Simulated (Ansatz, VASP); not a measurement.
**One calculation of TiS2, two programs**

```
CELL_PARAMETERS angstrom
3.36055 0.00000 0.00000
-1.68027 2.91032 0.00000
0.00000 0.00000 5.52012
ATOMIC_POSITIONS crystal
Ti 0.00000 0.00000 0.00000
S 0.33333 0.66667 0.25867
S 0.66667 0.33333 0.74133
```

Alike in both runs: functional PBE; dispersion D3(BJ); k mesh 15 × 15 × 8; occupations gaussian, width 0.1 eV; no spin polarisation.

Ansatz relaxed the structure, and its values are those at the end. VASP's run is a single point on that final structure, the one shown.

|  | VASP | Ansatz |
| --- | --- | --- |
| version | VASP 6.6.1 | Ansatz 0.2.0 |
| potentials or method | VASP PAW PBE potentials, release 64 (Ti_sv, S), cutoff 500 eV | scalar-relativistic, plane waves, PAW |
| valence electrons in the cell | 24 | 24 |

```csv
,VASP,Ansatz,Ansatz less VASP
gap on the k mesh at the Fermi level (eV),none,none,-
pressure (GPa),0.0,0.0,+0.02
```

A gap of «none» marks a metal or a gap that the smearing closes.
